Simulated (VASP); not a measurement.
BeTe: single point with PBE exchange alone

BeTe:

```
Te Be
1.0
     0.00000    2.75141    2.75141
     2.75141    0.00000    2.75141
     2.75141    2.75141    0.00000
Te Be
1 1
Direct
  0.75000 0.75000 0.75000
  0.00000 0.00000 0.00000
```

```json
{"Program": "VASP 6.6.1", "Task": "single point", "Functional": "PBE exchange alone", "Potentials or basis": "VASP PAW PBE potentials, release 64 (Te, Be)", "Cutoff": "520 eV", "k mesh": "8 × 8 × 8", "Occupations": "fermi-dirac, width 0.05 eV", "Spin": "no spin polarisation"}
```

| Quantity | Value |
| --- | --- |
| Pressure | 14.6 GPa |
| Band gap on the k mesh | 2.06 eV, indirect (least direct gap 3.63 eV) |

Levels at points of the mesh, in eV from the valence-band top:
```tsv
k point	band 1	band 2	band 3	band 4	band 5	band 6	band 7	band 8
(0.00, 0.00, 0.00)	-12.71	0.00	0.00	0.00	3.63	3.63	3.63	4.57
(0.50, 0.00, 0.00)	-11.21	-5.90	-1.24	-1.24	3.43	4.67	4.67	8.08
(0.50, 0.50, 0.00)	-10.66	-5.42	-2.87	-2.87	2.06	2.74	10.18	10.18
```

Wall time 25 s on 1 thread of Intel Xeon 8259CL, with other jobs on the host, peak memory 0.17 GiB.

Caveat: spin-orbit coupling is left out, which moves the levels of the heavy elements. A k mesh can miss the band edges.
